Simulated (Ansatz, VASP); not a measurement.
HfSi2: VASP beside Ansatz

```
Hf Si
1.0
     1.83058   -7.27010    0.00000
     1.83058    7.27010    0.00000
     0.00000    0.00000    3.65926
Hf Si
2 4
Direct
  0.60527 0.39473 0.25000
  0.39473 0.60527 0.75000
  0.94572 0.05428 0.25000
  0.05428 0.94572 0.75000
  0.25016 0.74984 0.25000
  0.74984 0.25016 0.75000
```

Alike in both runs: task single point; functional PBE; k mesh 6 × 6 × 6; occupations gaussian, width 0.05 eV; non-collinear spin, spin-orbit coupling.

|  | VASP | Ansatz |
| --- | --- | --- |
| version | VASP 6.6.1 | Ansatz 0.2.0 |
| potentials or method | VASP PAW PBE potentials, release 64 (Hf_pv, Si), cutoff 500 eV | plane waves, PAW |
| valence electrons in the cell | 36 | 68 |

|  | VASP | Ansatz | Ansatz less VASP |
| --- | --- | --- | --- |
| pressure (GPa) | 1.3 | 1.2 | -0.15 |
| traceless stress, the component that is largest in VASP (GPa) | 1.33 | 1.26 | -0.069 |
| rms of the force components (eV/Å) | 0.025 | 0.024 | -0.0012 |

Atom by atom the forces differ by 0.007 eV/Å (rms over components). VASP's potentials hold 36 valence electrons a cell and Ansatz's 68, so a difference there can come from the potentials and not from the codes.
